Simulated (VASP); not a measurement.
# Li16S7 (a cell with a defect) in VASP: relaxation of the atoms with PBE

Aim: the relaxation of the atoms of Li16S7 (a cell with a defect) with PBE.

Program: VASP 6.6.1. These are calculated values, not measurements. Logs are shortened: lines on timing, memory, paths and dates and some standing lists are left out, and cuts for length are marked.

## 1. The cell of the first run

The cell holds a defect, 23 atoms: a = 8.019 Å, b = 8.019 Å, c = 8.019 Å, α = 60.00°, β = 60.00°, γ = 60.00°.

## 2. Relaxation of the atoms, PBE (atoms taken out)

Input file INCAR:

```
SYSTEM = Li16S7
ALGO = Normal ; EDIFF = 1E-7
EDIFFG = -0.03 ; ENCUT = 650
GGA = PE ; GGA_COMPAT = .FALSE.
IBRION = 2 ; ISIF = 2
ISMEAR = -1 ; LASPH = .TRUE.
LCHARG = .FALSE. ; LREAL = .FALSE.
LWAVE = .FALSE. ; NELECT = 88.0
NELM = 120 ; NELMIN = 4
NSW = 60 ; PREC = Accurate
SIGMA = 0.01
```

Input file KPOINTS:

```
k-points
0
G
  3 3 3
  0 0 0
```

Input file POSCAR:

```
Li16S7
1.0
    0.0000000000      5.6703356858      5.6703356858
    5.6703356858      0.0000000000      5.6703356858
    5.6703356858      5.6703356858      0.0000000000
Li S
16 7
Direct
    0.3750000000      0.3750000000      0.3750000000
    0.3750000000      0.3750000000      0.8750000000
    0.3750000000      0.8750000000      0.3750000000
    0.3750000000      0.8750000000      0.8750000000
    0.8750000000      0.3750000000      0.3750000000
    0.8750000000      0.3750000000      0.8750000000
    0.8750000000      0.8750000000      0.3750000000
    0.8750000000      0.8750000000      0.8750000000
    0.1250000000      0.1250000000      0.1250000000
    0.1250000000      0.1250000000      0.6250000000
    0.1250000000      0.6250000000      0.1250000000
    0.1250000000      0.6250000000      0.6250000000
    0.6250000000      0.1250000000      0.1250000000
    0.6250000000      0.1250000000      0.6250000000
    0.6250000000      0.6250000000      0.1250000000
    0.6250000000      0.6250000000      0.6250000000
    0.0000000000      0.0000000000      0.5000000000
    0.0000000000      0.5000000000      0.0000000000
    0.0000000000      0.5000000000      0.5000000000
    0.5000000000      0.0000000000      0.0000000000
    0.5000000000      0.0000000000      0.5000000000
    0.5000000000      0.5000000000      0.0000000000
    0.5000000000      0.5000000000      0.5000000000
```

Potentials or basis: VASP PAW PBE potentials, release 64 (Li_sv, S).

Run with:

```
$ cat potpaw_PBE.64/Li_sv/POTCAR potpaw_PBE.64/S/POTCAR > POTCAR
$ mpirun -np 1 vasp_std > vasp.out
```

OUTCAR:

```text
SYSTEM = Li16S7
   EDIFF = 1E-7
   EDIFFG = -0.03
   ENCUT = 650
   GGA = PE
   IBRION = 2
   ISIF = 2
   ISMEAR = -1
   LASPH = .TRUE.
   LREAL = .FALSE.
   NELECT = 88.0
   NELM = 120
   NELMIN = 4
   NSW = 60
   PREC = Accurate

 ion  position               nearest neighbor table
   1  0.375  0.375  0.375-  22 2.46  23 2.46  19 2.46  21 2.46
   2  0.375  0.375  0.875-  22 2.46  23 2.46  18 2.46  20 2.46
   3  0.375  0.875  0.375-  20 2.46  21 2.46  17 2.46  23 2.46
   4  0.375  0.875  0.875-  20 2.46  21 2.46  22 2.46
   5  0.875  0.375  0.375-  18 2.46  19 2.46  17 2.46  23 2.46
   6  0.875  0.375  0.875-  18 2.46  19 2.46  22 2.46
   7  0.875  0.875  0.375-  17 2.46  19 2.46  21 2.46
   8  0.875  0.875  0.875-  17 2.46  18 2.46  20 2.46
   9  0.125  0.125  0.125-  17 2.46  18 2.46  20 2.46
  10  0.125  0.125  0.625-  17 2.46  19 2.46  21 2.46
  11  0.125  0.625  0.125-  18 2.46  19 2.46  22 2.46
  12  0.125  0.625  0.625-  18 2.46  19 2.46  17 2.46  23 2.46
  13  0.625  0.125  0.125-  20 2.46  21 2.46  22 2.46
  14  0.625  0.125  0.625-  20 2.46  21 2.46  17 2.46  23 2.46
  15  0.625  0.625  0.125-  22 2.46  23 2.46  18 2.46  20 2.46
  16  0.625  0.625  0.625-  22 2.46  23 2.46  19 2.46  21 2.46
  17  0.000  0.000  0.500-   7 2.46   8 2.46   9 2.46  10 2.46   3 2.46   5 2.46  12 2.46  14 2.46
[... 7 lines left out ...]
  21  0.500  0.000  0.500-   3 2.46   4 2.46  13 2.46  14 2.46  10 2.46   1 2.46   7 2.46  16 2.46

  22  0.500  0.500  0.000-   1 2.46   2 2.46  15 2.46  16 2.46  11 2.46  13 2.46   4 2.46   6 2.46

  23  0.500  0.500  0.500-   1 2.46   2 2.46  15 2.46  16 2.46  12 2.46  14 2.46   3 2.46   5 2.46

  LATTYP: Found a face centered cubic cell.
 ALAT       =    11.3406713716

  Lattice vectors:

 A1 = (   0.0000000000,   5.6703356858,   5.6703356858)
 A2 = (   5.6703356858,   0.0000000000,   5.6703356858)
 A3 = (   5.6703356858,   5.6703356858,   0.0000000000)

Analysis of symmetry for initial positions (statically):
=====================================================================
 Subroutine PRICEL returns:
 Original cell was already a primitive cell.

 Routine SETGRP: Setting up the symmetry group for a
 face centered cubic supercell.

 Subroutine GETGRP returns: Found 48 space group operations
 (whereof 48 operations were pure point group operations)
 out of a pool of 48 trial point group operations.

The static configuration has the point symmetry O_h .

Analysis of symmetry for dynamics (positions and initial velocities):
=====================================================================
 Subroutine PRICEL returns:
 Original cell was already a primitive cell.

 Routine SETGRP: Setting up the symmetry group for a
 face centered cubic supercell.

 Subroutine GETGRP returns: Found 48 space group operations
 (whereof 48 operations were pure point group operations)
 out of a pool of 48 trial point group operations.

The dynamic configuration has the point symmetry O_h .

 Subroutine INISYM returns: Found 48 space group operations
 (whereof 48 operations are pure point group operations),
 and found     1 'primitive' translations

----------------------------------------------------------------------------------------

                                     Primitive cell

  volume of cell :     364.6333

  direct lattice vectors                    reciprocal lattice vectors
     0.000000000  5.670335686  5.670335686    -0.088178201  0.088178201  0.088178201
     5.670335686  0.000000000  5.670335686     0.088178201 -0.088178201  0.088178201
     5.670335686  5.670335686  0.000000000     0.088178201  0.088178201 -0.088178201

  length of vectors
     8.019065630  8.019065630  8.019065630     0.152729124  0.152729124  0.152729124

  position of ions in fractional coordinates (direct lattice)
     0.375000000  0.375000000  0.375000000
     0.375000000  0.375000000  0.875000000
     0.375000000  0.875000000  0.375000000
     0.375000000  0.875000000  0.875000000
     0.875000000  0.375000000  0.375000000
     0.875000000  0.375000000  0.875000000
[... 15 lines left out ...]
     0.500000000  0.500000000  0.000000000
     0.500000000  0.500000000  0.500000000

  ion indices of the primitive-cell ions
   primitive index   ion index
                 1           1
                 2           2
                 3           3
                 4           4
                 5           5
                 6           6
[... 15 lines left out ...]
                22          22
                23          23

----------------------------------------------------------------------------------------

 KPOINTS: k-points

Automatic generation of k-mesh.
 Grid dimensions read from file:
 generate k-points for:    3    3    3

 Generating k-lattice:

  Cartesian coordinates                     Fractional coordinates (reciprocal lattice)
    -0.029392734  0.029392734  0.029392734     0.333333333  0.000000000  0.000000000
     0.029392734 -0.029392734  0.029392734     0.000000000  0.333333333  0.000000000
     0.029392734  0.029392734 -0.029392734     0.000000000  0.000000000  0.333333333

  Length of vectors
     0.050909708  0.050909708  0.050909708

  Shift w.r.t. Gamma in fractional coordinates (k-lattice)
     0.000000000  0.000000000  0.000000000

 Subroutine IBZKPT returns following result:
 ===========================================

 Found      4 irreducible k-points:

 Following reciprocal coordinates:
            Coordinates               Weight
  0.000000  0.000000  0.000000      1.000000
  0.333333  0.000000  0.000000      8.000000
  0.333333  0.333333  0.000000      6.000000
 -0.333333  0.333333  0.000000     12.000000
   k-points           NKPTS =      4   k-points in BZ     NKDIM =      4   number of bands    NBANDS=     56
   number of dos      NEDOS =    301   number of ions     NIONS =     23
   total plane-waves  NPLWV = 343000
   dimension x,y,z NGX =    70 NGY =   70 NGZ =   70
   dimension x,y,z NGXF=   140 NGYF=  140 NGZF=  140
   ions per type =              16   7
   NGX,Y,Z   is equivalent  to a cutoff of  14.51, 14.51, 14.51 a.u.
   NGXF,Y,Z  is equivalent  to a cutoff of  29.02, 29.02, 29.02 a.u.
 SYSTEM =  Li16S7
   PREC   = accura    normal or accurate (medium, high low for compatibility)
   ISTART =      0    job   : 0-new  1-cont  2-samecut
   ICHARG =      2    charge: 1-file 2-atom 10-const
   ISPIN  =      1    spin polarized calculation?
   LNONCOLLINEAR =      F non collinear calculations
   LSORBIT =      F    spin-orbit coupling
   LASPH  =      T    aspherical Exc in radial PAW
   ENCUT  =  650.0 eV  47.77 Ry    6.91 a.u.  16.67 16.67 16.67*2*pi/ulx,y,z
   NELM   =    120;   NELMIN=  4; NELMDL= -5     # of ELM steps
   EDIFF  = 0.1E-06   stopping-criterion for ELM
   LREAL  =      F    real-space projection
   EDIFFG = -.3E-01   stopping-criterion for IOM
   NSW    =     60    number of steps for IOM
   IBRION =      2    ionic relax: 0-MD 1-quasi-New 2-CG
   NFREE  =      1    steps in history (QN), initial steepest desc. (CG)
   ISIF   =      2    stress and relaxation
   ISYM   =      2    0-nonsym 1-usesym 2-fastsym
   POTIM  = 0.5000    time-step for ionic-motion
   TEBEG  =    0.0;   TEEND  =   0.0 temperature during run
   PSTRESS=    0.0 pullay stress
   NELECT =      88.0000    total number of electrons
   NUPDOWN=      -1.0000    fix difference up-down
   EMIN   =  10.00;   EMAX   =-10.00  energy-range for DOS
   EFERMI =   0.00;   METHOD = LEGACY
   ISMEAR =    -1;   SIGMA  =   0.01  broadening in eV -4-tet -1-fermi 0-gaus
   EFERMI_NEDOS =   21; number of points for ismear=-14 and -15
   IALGO  =     38    algorithm
   IMIX   =      4    mixing-type and parameters
     AMIX     =   0.40;   BMIX     =  1.00
     AMIX_MAG =   1.60;   BMIX_MAG =  1.00
  volume/ion in A,a.u.               =      15.85       106.99
  Fermi-wavevector in a.u.,A,eV,Ry     =   1.019257  1.926116 14.134881  1.038884
  Thomas-Fermi vector in A             =   2.152760
   LORBIT       =      0    0 simple, 1 ext, 2 COOP (PROOUT), +10 PAW based schemes
   GGA     = PE    functional components
   LHFCALC =     F    Hartree Fock is set to
   AEXX    =    0.0000 exact exchange contribution
   IVDW    =     0    specifies the selected vdW correction
   LEPSILON=     F    determine dielectric tensor
   LRPA    =     F    only Hartree local field effects (RPA)
 conjugate gradient relaxation of ions
 non-spin polarized calculation
  energy-cutoff  :      650.00
  volume of cell :      364.63
 maximum number of plane-waves:     13736
 NGX is ok and might be reduce to    70
   NGX = 33   NGY = 33   NGZ = 33

--------------------------------------- Ionic step        1  -------------------------------------------

 number of electron      87.9999958 magnetization

 Free energy of the ion-electron system (eV)
  ---------------------------------------------------
  ext. energy  EPLUGINS =         0.00000000
  ---------------------------------------------------
  free energy    TOTEN  =       -91.92725220 eV

  energy without entropy =      -91.92583708  energy(sigma->0) =      -91.92654464

------------------------ aborting loop because EDIFF is reached ----------------------------------------

  FORCE on cell =-STRESS in cart. coord.  units (eV):
  Direction    XX          YY          ZZ          XY          YZ          ZX
  --------------------------------------------------------------------------------------
  -------------------------------------------------------------------------------------
  Total      -10.6555858    -10.6555858    -10.6555858     -0.0000000     -0.0000000      0.0000000
  in kB      -46.8200215    -46.8200215    -46.8200215     -0.0000000     -0.0000000      0.0000000
  external PRESSURE =     -46.8200215 kB  Pullay stress =       0.0000000 kB
[... 384 lines left out ...]
  energy  without entropy=      -93.7454220186  energy(sigma->0) =      -93.74542202

--------------------------------------- Ionic step        8  -------------------------------------------

 number of electron      88.0000030 magnetization

 Free energy of the ion-electron system (eV)
  ---------------------------------------------------
  ext. energy  EPLUGINS =         0.00000000
  ---------------------------------------------------
  free energy    TOTEN  =       -93.75118358 eV

  energy without entropy =      -93.75118358  energy(sigma->0) =      -93.75118358

 E-fermi :   1.3172     XC(G=0):  -7.9589

 val. band max:        1.0727145168   @ k =   0.0000   0.0000   0.0000
 cond. band min:       3.1100044946   @ k =   0.0000   0.0000   0.0000
 fundamental gap:      2.0372899778
 Fermi energy:         1.3172278574

 k-point     1 :       0.0000    0.0000    0.0000
  band No.  band energies     occupation
      1     -43.0736      2.00000
      2     -43.0690      2.00000
      3     -43.0690      2.00000
      4     -43.0690      2.00000
      5     -43.0681      2.00000
      6     -43.0674      2.00000
[... 48 lines left out ...]
     55       7.7826      0.00000
     56       7.7837      0.00000

 k-point     2 :       0.3333    0.0000    0.0000
  band No.  band energies     occupation
      1     -43.0727      2.00000
      2     -43.0704      2.00000
      3     -43.0691      2.00000
      4     -43.0691      2.00000
      5     -43.0687      2.00000
      6     -43.0674      2.00000
[... 48 lines left out ...]
     55       7.6614      0.00000
     56       7.8185      0.00000

 k-point     3 :       0.3333    0.3333    0.0000
  band No.  band energies     occupation
      1     -43.0725      2.00000
      2     -43.0701      2.00000
      3     -43.0696      2.00000
      4     -43.0691      2.00000
      5     -43.0691      2.00000
      6     -43.0674      2.00000
[... 48 lines left out ...]
     55       7.7770      0.00000
     56       7.8423      0.00000

 k-point     4 :      -0.3333    0.3333    0.0000
  band No.  band energies     occupation
      1     -43.0716      2.00000
      2     -43.0711      2.00000
      3     -43.0703      2.00000
      4     -43.0691      2.00000
      5     -43.0681      2.00000
      6     -43.0678      2.00000
[... 98 lines left out ...]
  FREE ENERGIE OF THE ION-ELECTRON SYSTEM (eV)
  ---------------------------------------------------
  free  energy   TOTEN  =       -93.7511835803 eV

  energy  without entropy=      -93.7511835803  energy(sigma->0) =      -93.75118358

 reached required accuracy - stopping structural energy minimisation
```

Wall time 51 min (1 thread of Intel Xeon 8259CL, shared host); peak memory 0.79 GiB.

What came out:

* Free energy: -93.7512 eV
* Energy gained by relaxing: 79.3 meV/atom
* Ionic steps: 8

The path:
| step | energy change (eV) | largest force (eV/Å) | pressure (GPa) |
| --- | --- | --- | --- |
| 1 | 0.0000 | 1.2113 | -4.68 |
| 2 | -0.5311 | 1.0403 | -4.41 |
| 3 | -1.5789 | 0.3762 | -3.52 |
| 4 | -1.0174 | 0.8469 | -1.74 |
| 5 | -1.7673 | 0.3135 | -2.88 |
| 6 | -1.7677 | 0.3109 | -2.92 |
| 7 | -1.8182 | 0.1016 | -2.87 |
| 8 | -1.8239 | 0.0003 | -2.84 |

Final structure:
```cif
data_structure
_symmetry_space_group_name_H-M 'P 1'
_symmetry_Int_Tables_number 1
_cell_length_a 8.0191
_cell_length_b 8.0191
_cell_length_c 8.0191
_cell_angle_alpha 60.000
_cell_angle_beta 60.000
_cell_angle_gamma 60.000
_cell_volume 364.63
loop_
_atom_site_label
_atom_site_type_symbol
_atom_site_fract_x
_atom_site_fract_y
_atom_site_fract_z
_atom_site_occupancy
Li1 Li 0.37979 0.37979 0.37979 1
Li2 Li 0.37979 0.37979 0.86063 1
Li3 Li 0.37979 0.86063 0.37979 1
Li4 Li 0.42879 0.85707 0.85707 1
Li5 Li 0.86063 0.37979 0.37979 1
Li6 Li 0.85707 0.42879 0.85707 1
Li7 Li 0.85707 0.85707 0.42879 1
Li8 Li 0.85707 0.85707 0.85707 1
Li9 Li 0.14293 0.14293 0.14293 1
Li10 Li 0.14293 0.14293 0.57121 1
Li11 Li 0.14293 0.57121 0.14293 1
Li12 Li 0.13937 0.62021 0.62021 1
Li13 Li 0.57121 0.14293 0.14293 1
Li14 Li 0.62021 0.13937 0.62021 1
Li15 Li 0.62021 0.62021 0.13937 1
Li16 Li 0.62021 0.62021 0.62021 1
S1 S 0.00000 0.00000 0.50000 1
S2 S 0.00000 0.50000 0.00000 1
S3 S 0.00000 0.50000 0.50000 1
S4 S 0.50000 0.00000 0.00000 1
S5 S 0.50000 0.00000 0.50000 1
S6 S 0.50000 0.50000 0.00000 1
S7 S 0.50000 0.50000 0.50000 1
```

Caveat: the cell carries a net charge on a neutralising background, which shifts energy and pressure; the cell differs from its parent crystal (atoms taken out); the cell is charged against a uniform background, so pressure and absolute levels hang on convention.
